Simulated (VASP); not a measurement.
A run of VASP 6.6.1 is set up as follows.

INCAR

```
ALGO = Fast
EDIFF = 1E-6
ENCUT = 520
GGA = PE
ISIF = 2
ISMEAR = 0
LASPH = True
LCHARG = True
LELF = True
LREAL = False
LVHAR = True
LWAVE = False
NBANDS = 26
NELM = 80
PREC = Accurate
SIGMA = 0.1
```

File KPOINTS:

```
k-points
0
Gamma
  10 10 10
```

POSCAR

```
Li2Au
1.0
    0.0000000000      3.5133880644      3.5133880644
    3.5133880644      0.0000000000      3.5133880644
    3.5133880644      3.5133880644      0.0000000000
Li Au
4 2
Direct
    0.6250000000      0.6250000000      0.6250000000
    0.1250000000      0.6250000000      0.6250000000
    0.6250000000      0.6250000000      0.1250000000
    0.6250000000      0.1250000000      0.6250000000
    0.0000000000      0.0000000000      0.0000000000
    0.2500000000      0.2500000000      0.2500000000
```

Potentials or basis: VASP PAW PBE potentials, release 64 (Li_sv, Au).

Run with:

```console
$ cat potpaw_PBE.64/Li_sv/POTCAR potpaw_PBE.64/Au/POTCAR > POTCAR
$ mpirun -np 1 vasp_std > vasp.out
```

Question: What does it give for the band gap on the k mesh?

Answer: Zero (bands 17 and 18 overlap by 3.75 eV).

Caveat: spin-orbit coupling is left out, which moves the levels of the heavy elements.
